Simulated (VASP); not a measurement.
# LaZn2Rh2 (I4/mmm) in VASP: single point with PBEsol

Aim: the single point of LaZn2Rh2 with PBEsol.

All numbers are computed with VASP 6.6.1; they aren't measurements. Logs are shortened: lines on timing, memory, paths and dates and some standing lists are left out, and cuts for length are marked.

## Step 1: The cell of the first run

The structure is tetragonal, space group I4/mmm (No. 139). The conventional cell has a = 4.237 Å, b = 4.237 Å, c = 10.873 Å, α = 90.00°, β = 90.00°, γ = 90.00°. Within 3.3 Å of Rh (site symmetry -4m2) lie 4 Zn at 2.53 Å and 4 Rh at 3.00 Å. La (site symmetry 4/mmm) has 10 Zn at 3.28 to 4.11 Å and 8 Rh at 3.45 Å and 4 La at 4.24 Å within 4.3 Å. Within 3.3 Å of Zn (site symmetry 4mm) lie 4 Rh at 2.53 Å and 1 Zn at 2.65 Å and 4 La at 3.28 Å.

## Step 2: Single point, PBEsol

INCAR

```
SYSTEM = LaZn2Rh2
PREC = Accurate
ENCUT = 520
EDIFF = 1E-6
ISMEAR = 0
SIGMA = 0.1019
LREAL = .False.
LASPH = .True.
NELM = 80
ALGO = Normal
ISIF = 2
LWAVE = .False.
LCHARG = .False.
GGA = PS
NBANDS = 40
```

KPOINTS

```
Automatic mesh
0
Gamma
  9 9 9
  0 0 0
```

POSCAR

```
LaZn2Rh2
1.0
    0.0000000000      4.2366380000      0.0000000000
    4.2366380000      0.0000000000      0.0000000000
    2.1183190000      2.1183190000     -5.4364590000
Rh La Zn
2 1 2
Direct
    0.7500000000      0.2500000000      0.5000000000
    0.2500000000      0.7500000000      0.5000000000
    0.0000000000      0.0000000000      0.0000000000
    0.3780000000      0.3780000000      0.2440000000
    0.6220000000      0.6220000000      0.7560000000
```

Potentials or basis: VASP PAW PBE potentials, release 64 (Rh_pv, La, Zn).

Launch:

```sh
cat potpaw_PBE.64/Rh_pv/POTCAR potpaw_PBE.64/La/POTCAR potpaw_PBE.64/Zn/POTCAR > POTCAR
mpirun -np 1 vasp_std > vasp.out
```

OUTCAR:

```text
SYSTEM = LaZn2Rh2
   PREC = Accurate
   ENCUT = 520
   EDIFF = 1E-6
   ISMEAR = 0
   LREAL = .False.
   LASPH = .True.
   NELM = 80
   ISIF = 2
   GGA = PS

 ion  position               nearest neighbor table
   1  0.750  0.250  0.500-   4 2.53   4 2.53   5 2.53   5 2.53   2 3.00   2 3.00   2 3.00   2 3.00
                             3 3.45   3 3.45   3 3.45   3 3.45
   2  0.250  0.750  0.500-   4 2.53   4 2.53   5 2.53   5 2.53   1 3.00   1 3.00   1 3.00   1 3.00
                             3 3.45   3 3.45   3 3.45   3 3.45
   3  0.000  0.000  0.000-   5 3.28   5 3.28   5 3.28   4 3.28   5 3.28   4 3.28   4 3.28   4 3.28
                             2 3.45   1 3.45   2 3.45   1 3.45   1 3.45   2 3.45   2 3.45   1 3.45
   4  0.378  0.378  0.244-   1 2.53   2 2.53   2 2.53   1 2.53   5 2.65   3 3.28   3 3.28   3 3.28
                             3 3.28
   5  0.622  0.622  0.756-   2 2.53   1 2.53   1 2.53   2 2.53   4 2.65   3 3.28   3 3.28   3 3.28
                             3 3.28

  LATTYP: Found a body centered tetragonal cell.
 ALAT       =     4.2366380000
 C/A-ratio  =     2.5664024163

  Lattice vectors:

 A1 = (  -2.1183190000,   2.1183190000,   5.4364590000)
 A2 = (   2.1183190000,  -2.1183190000,   5.4364590000)
 A3 = (   2.1183190000,   2.1183190000,  -5.4364590000)

Analysis of symmetry for initial positions (statically):
=====================================================================
 Subroutine PRICEL returns:
 Original cell was already a primitive cell.

 Routine SETGRP: Setting up the symmetry group for a
 body centered tetragonal supercell.

 Subroutine GETGRP returns: Found 16 space group operations
 (whereof 16 operations were pure point group operations)
 out of a pool of 16 trial point group operations.

The static configuration has the point symmetry D_4h.

Analysis of symmetry for dynamics (positions and initial velocities):
=====================================================================
 Subroutine PRICEL returns:
 Original cell was already a primitive cell.

 Routine SETGRP: Setting up the symmetry group for a
 body centered tetragonal supercell.

 Subroutine GETGRP returns: Found 16 space group operations
 (whereof 16 operations were pure point group operations)
 out of a pool of 16 trial point group operations.

The dynamic configuration has the point symmetry D_4h.

 Subroutine INISYM returns: Found 16 space group operations
 (whereof 16 operations are pure point group operations),
 and found     1 'primitive' translations
[... 101 lines left out ...]
   EDIFF  = 0.1E-05   stopping-criterion for ELM
   LREAL  =      F    real-space projection
   EDIFFG = 0.1E-04   stopping-criterion for IOM
   NSW    =      0    number of steps for IOM
   IBRION =     -1    ionic relax: 0-MD 1-quasi-New 2-CG
   NFREE  =      0    steps in history (QN), initial steepest desc. (CG)
   ISIF   =      2    stress and relaxation
   ISYM   =      2    0-nonsym 1-usesym 2-fastsym
   POTIM  = 0.5000    time-step for ionic-motion
   TEBEG  =    0.0;   TEEND  =   0.0 temperature during run
   PSTRESS=    0.0 pullay stress
   NELECT =      65.0000    total number of electrons
   NUPDOWN=      -1.0000    fix difference up-down
   EMIN   =  10.00;   EMAX   =-10.00  energy-range for DOS
   EFERMI =   0.00;   METHOD = LEGACY
   ISMEAR =     0;   SIGMA  =   0.10  broadening in eV -4-tet -1-fermi 0-gaus
   EFERMI_NEDOS =   21; number of points for ismear=-14 and -15
   IALGO  =     38    algorithm
   IMIX   =      4    mixing-type and parameters
     AMIX     =   0.40;   BMIX     =  1.00
     AMIX_MAG =   1.60;   BMIX_MAG =  1.00
  volume/ion in A,a.u.               =      19.52       131.70
  Fermi-wavevector in a.u.,A,eV,Ry     =   1.429749  2.701833 27.812771  2.044181
  Thomas-Fermi vector in A             =   2.549669
   LORBIT       =      0    0 simple, 1 ext, 2 COOP (PROOUT), +10 PAW based schemes
   GGA     = PS    functional components
   LHFCALC =     F    Hartree Fock is set to
   AEXX    =    0.0000 exact exchange contribution
   IVDW    =     0    specifies the selected vdW correction
   LEPSILON=     F    determine dielectric tensor
   LRPA    =     F    only Hartree local field effects (RPA)
 non-spin polarized calculation
 Gauss-broadening in eV      SIGMA  =   0.10
  energy-cutoff  :      520.00
  volume of cell :       97.58
 maximum number of plane-waves:      2657
   NGX = 15   NGY = 15   NGZ = 23

 number of electron      65.0000004 magnetization

 Free energy of the ion-electron system (eV)
  ---------------------------------------------------
  ext. energy  EPLUGINS =         0.00000000
  ---------------------------------------------------
  free energy    TOTEN  =       -26.62916704 eV

  energy without entropy =      -26.61028727  energy(sigma->0) =      -26.61972715

 E-fermi :   6.4447     XC(G=0): -11.5097

 val. band max:        6.4398755143   @ k =   0.4444   0.4444   0.0000
 cond. band min:       6.4527291994   @ k =  -0.1111  -0.1111   0.2222
 fundamental gap:      0.0128536851
 Fermi energy:         6.4446739919

 k-point     1 :       0.0000    0.0000    0.0000
  band No.  band energies     occupation
      1     -39.0441      2.00000
      2     -39.0441      2.00000
      3     -39.0068      2.00000
      4     -38.9821      2.00000
      5     -38.9280      2.00000
      6     -38.9280      2.00000
[... 1021 lines left out ...]
     39       8.5439      0.00000
     40       8.6464      0.00000

 [... further k-points ...]

------------------------ aborting loop because EDIFF is reached ----------------------------------------

  FORCE on cell =-STRESS in cart. coord.  units (eV):
  Direction    XX          YY          ZZ          XY          YZ          ZX
  --------------------------------------------------------------------------------------
  -------------------------------------------------------------------------------------
  Total       -3.7603694     -3.7603694     -7.6651931      0.0000000      0.0000000      0.0000000
  in kB      -61.7422225    -61.7422225   -125.8562685      0.0000000      0.0000000      0.0000000
  external PRESSURE =     -83.1135712 kB  Pullay stress =       0.0000000 kB

 VOLUME and BASIS-vectors are now :
 -----------------------------------------------------------------------------
  energy-cutoff  :      520.00
  volume of cell :       97.58
      direct lattice vectors                 reciprocal lattice vectors
     0.000000000  4.236638000  0.000000000     0.000000000  0.236036216  0.091971631
     4.236638000  0.000000000  0.000000000     0.236036216  0.000000000  0.091971631
     2.118319000  2.118319000 -5.436459000     0.000000000  0.000000000 -0.183943262

 POSITION                                       TOTAL-FORCE (eV/Angst)
 -----------------------------------------------------------------------------------
      2.11832      4.23664     -2.71823         0.000000     -0.000000      0.000000
      4.23664      2.11832     -2.71823         0.000000      0.000000      0.000000
      0.00000      0.00000      0.00000        -0.000000      0.000000      0.000000
      2.11832      2.11832     -1.32650         0.000000      0.000000     -0.091556
      4.23664      4.23664     -4.10996        -0.000000     -0.000000      0.091556
 -----------------------------------------------------------------------------------
    total drift:                                0.000000     -0.000000     -0.000000

  FREE ENERGIE OF THE ION-ELECTRON SYSTEM (eV)
  ---------------------------------------------------
  free  energy   TOTEN  =       -26.6291670361 eV

  energy  without entropy=      -26.6102872662  energy(sigma->0) =      -26.61972715
```

OSZICAR:

```text
N       E                     dE             d eps       ncg     rms          rms(c)
DAV:   1     0.662403912239E+03    0.66240E+03   -0.31254E+04  6904   0.252E+03
DAV:   2     0.610185918682E+02   -0.60139E+03   -0.56787E+03  6384   0.522E+02
DAV:   3    -0.176524623466E+02   -0.78671E+02   -0.71529E+02  6744   0.184E+02
DAV:   4    -0.272842379806E+02   -0.96318E+01   -0.89513E+01 11256   0.472E+01
DAV:   5    -0.278347075693E+02   -0.55047E+00   -0.51614E+00  8680   0.103E+01    0.109E+01
DAV:   6    -0.274138164725E+02    0.42089E+00   -0.14252E+01  9224   0.325E+01    0.696E+00
DAV:   7    -0.266904505397E+02    0.72337E+00   -0.40705E+00  9280   0.125E+01    0.423E+00
DAV:   8    -0.266416611855E+02    0.48789E-01   -0.60397E-01  9880   0.728E+00    0.135E+00
DAV:   9    -0.266298634268E+02    0.11798E-01   -0.56724E-02  9016   0.265E+00    0.404E-01
DAV:  10    -0.266292255292E+02    0.63790E-03   -0.12995E-02 10016   0.774E-01    0.188E-01
DAV:  11    -0.266290361221E+02    0.18941E-03   -0.22851E-03  8856   0.333E-01    0.696E-02
DAV:  12    -0.266290900269E+02   -0.53905E-04   -0.30995E-04 10600   0.101E-01    0.440E-02
DAV:  13    -0.266291534576E+02   -0.63431E-04   -0.35934E-04  8776   0.888E-02    0.157E-02
DAV:  14    -0.266291615198E+02   -0.80623E-05   -0.65221E-05 11352   0.488E-02    0.135E-02
DAV:  15    -0.266291639607E+02   -0.24409E-05   -0.74700E-06  7608   0.122E-02    0.110E-02
DAV:  16    -0.266291664574E+02   -0.24967E-05   -0.38961E-05  8920   0.250E-02    0.232E-03
DAV:  17    -0.266291670361E+02   -0.57872E-06   -0.54800E-06  7752   0.945E-03
   1 F= -.26629167E+02 E0= -.26619727E+02  d E =-.188798E-01
```

Run time: 5.4 min. Hardware: 1 thread of AMD EPYC 7R43 (Zen 3), shared host; peak memory 0.38 GiB.

Results:

- Free energy: -26.6292 eV
- Pressure: -8.3 GPa
- Largest force: 0.092 eV/Å
- Band gap on the k mesh: zero (an odd number of electrons rules out a gap without spin polarisation)

Forces on the atoms (eV/Å):
```
Rh   0.000  0.000  0.000
Rh   0.000  0.000  0.000
La   0.000  0.000  0.000
Zn   0.000  0.000 -0.092
Zn   0.000  0.000  0.092
```

Levels at points of the mesh, in eV from the Fermi level:
| k point | band 31 | band 32 | band 33 | band 34 | band 35 | band 36 |
| --- | --- | --- | --- | --- | --- | --- |
| (0.00, 0.00, 0.00) | -0.16 | -0.08 | 0.29 | 0.78 | 0.78 | 0.82 |

Caveat: the stress differs along the axes, from -13 to -6 GPa; the PAW data sets were made with another functional, which shifts forces and pressure a little; spin-orbit coupling is left out, which moves the levels of the heavy elements.
